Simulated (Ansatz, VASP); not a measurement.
## One calculation of Li16H, two programs

```
Li H
1.0
     6.98000    0.00000    0.00000
     0.00000    6.98000    0.00000
     0.00000    0.00000    6.98000
Li H
16 1
Cartesian
  -0.0367 0.1884 0.0022
  3.6451 -0.1301 0.0046
  -0.0374 3.3002 0.0021
  0.0675 0.0706 3.4947
  1.7877 1.7442 1.5767
  3.6465 3.6190 0.0046
  3.3808 -0.1098 3.4915
  5.0810 1.7436 1.8860
  0.0665 3.4179 3.4947
  1.6742 5.2334 1.6698
  1.7900 1.7442 5.4076
  3.3813 3.5977 3.4915
  5.3517 5.2345 1.8413
  5.0767 1.7436 5.0974
  1.6776 5.2335 5.3142
  5.3498 5.2345 5.1451
  0.8968 1.7435 0.0043
```

Alike in both runs: functional r2SCAN; dispersion D3(BJ); k mesh 3 × 3 × 3; occupations gaussian, width 0.05 eV; no spin polarisation.

Ansatz relaxed the structure, and its values are those at the end. VASP's run is a single point on that final structure, the one shown.

|  | VASP | Ansatz |
| --- | --- | --- |
| version | VASP 6.6.1 | Ansatz 0.2.0 |
| potentials or method | VASP PAW PBE potentials, release 64 (Li_sv, H), cutoff 520 eV | scalar-relativistic, plane waves, PAW |
| valence electrons in the cell | 49 | 49 |

```csv
,VASP,Ansatz,Ansatz less VASP
rms of the force components (eV/Å),0.018,0.003,-0.0145
```

VASP's potentials were made for PBE, not for r2SCAN. Ansatz's warnings: dispersion damping borrowed.

Noted on VASP's run: the cutoff is short for stress, so the pressure is rough.
